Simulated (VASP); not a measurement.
Ni, 1 atom in the cell. It takes space group Im-3m (No. 229, cubic). The conventional cell has a = 2.767 Å, b = 2.767 Å, c = 2.767 Å, α = 90.00°, β = 90.00°, γ = 90.00°. Within 3.2 Å of Ni (site symmetry m-3m) lie 14 Ni at 2.40 to 2.77 Å. 

```yaml
Program: VASP 6.6.1
Task: single point
Functional: r2SCAN
Potentials_or_basis: VASP PAW PBE potentials, release 64 (Ni)
Cutoff: 520 eV
k_mesh: 17 × 17 × 17
Occupations: fermi-dirac, width 0.1 eV
Spin: collinear spin, ferromagnetic start
Starting_moments: "[1.0] μB"
Dipole_correction: no
Further_INCAR_settings: ALGO = Normal; EDIFF = 1e-06; NBANDS = 15
```

Potentials or basis: VASP PAW PBE potentials, release 64 (Ni).

Command:

```sh
$ cat potpaw_PBE.64/Ni/POTCAR > POTCAR
$ cp INCAR.step1 INCAR
$ mpirun -np 1 vasp_std > vasp.out
$ cp INCAR.step2 INCAR
$ mpirun -np 1 vasp_std > vasp.out
```

Hardware: 1 thread of Intel(R) Xeon(R) Platinum 8488C (Sapphire Rapids), with other jobs on the host.

Question: Estimate the wall time of this run.

Answer: Wall time 110 s on 1 thread of Intel(R) Xeon(R) Platinum 8488C (Sapphire Rapids) (shared host), peak memory 0.16 GiB. Counts: k points 165.
